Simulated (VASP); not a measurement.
TiCo: single point with PBEsol

The system is TiCo.

```
Co Ti
1.0
     2.89119    0.00000    0.00000
     0.00000    2.89119    0.00000
     0.00000    0.00000    2.89119
Co Ti
1 1
Direct
  0.50000 0.50000 0.50000
  0.00000 0.00000 0.00000
```

- Program: VASP 6.6.1
- Task: single point
- Functional: PBEsol
- Potentials or basis: VASP PAW PBE potentials, release 64 (Co, Ti_sv)
- Cutoff: 520 eV
- k mesh: 9 × 9 × 9
- Occupations: fermi-dirac, width 0.05 eV
- Spin: collinear spin, ferromagnetic start
- Starting moments: [2.0, 1.0] μB

```json
{"Pressure": "9.4 GPa", "Net moment": "0.51 μB per cell", "Site moments": "Co +0.53; Ti -0.01 μB", "Valence electrons inside the program's atomic spheres": "Co 8.47; Ti 10.44"}
```

Levels at points of the mesh, in eV from the Fermi level:
Spin up:
| k point | band 7 | band 8 | band 9 | band 10 | band 11 | band 12 | band 13 | band 14 |
| --- | --- | --- | --- | --- | --- | --- | --- | --- |
| (0.00, 0.00, 0.00) | -4.53 | -1.88 | -1.88 | -1.88 | 0.66 | 0.66 | 3.03 | 3.03 |
Spin down:
```
           k point  band 6  band 7  band 8  band 9  band 10  band 11  band 12  band 13  band 14  band 15
(0.00, 0.00, 0.00)   -4.19   -4.19   -1.55   -1.55    -1.55     0.98     0.98     3.10     3.10     3.10
```

Run time: 22 s on 1 thread of Intel(R) Xeon(R) Platinum 8488C (Sapphire Rapids) (shared host), peak memory 0.16 GiB.

Caveat: the cell stands under pressure; the PAW data sets were made with another functional, which shifts forces and pressure a little.
